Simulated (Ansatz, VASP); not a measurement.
## Two plane-wave programs on InP

```
In P
1.0
     0.00000    2.98003    2.80123
     2.98003    0.00000    2.80123
     2.98003    2.98003    0.00000
In P
1 1
Direct
  0.00000 0.00000 0.00000
  0.75000 0.75000 0.75000
```

Change from the starting cell: strain -0.0600 x Voigt [0, 0, 1, 0, 0, 0], atoms carried along.

Alike in both runs: task single point; functional PBE; k mesh 10 × 10 × 10; occupations gaussian, width 0.05 eV; no spin polarisation.

```csv
,VASP,Ansatz
version,VASP 6.6.1,Ansatz 0.2.0
potentials or method,"VASP PAW PBE potentials, release 64 (In_d, P), cutoff 520 eV","scalar-relativistic, plane waves, PAW"
valence electrons in the cell,18,18
```

Ansatz gave:

```
gap on the k mesh at the Fermi level (eV)                     : 0.59
least direct gap on the mesh (eV)                             : 0.59
pressure (GPa)                                                : 4.1
traceless stress, the component that is largest in VASP (GPa) : 1.40
```

Task: What did VASP give for the same quantities?

Result: gap on the k mesh at the Fermi level (eV): 0.58; least direct gap on the mesh (eV): 0.58; pressure (GPa): 4.1; traceless stress, the component that is largest in VASP (GPa): 1.40.
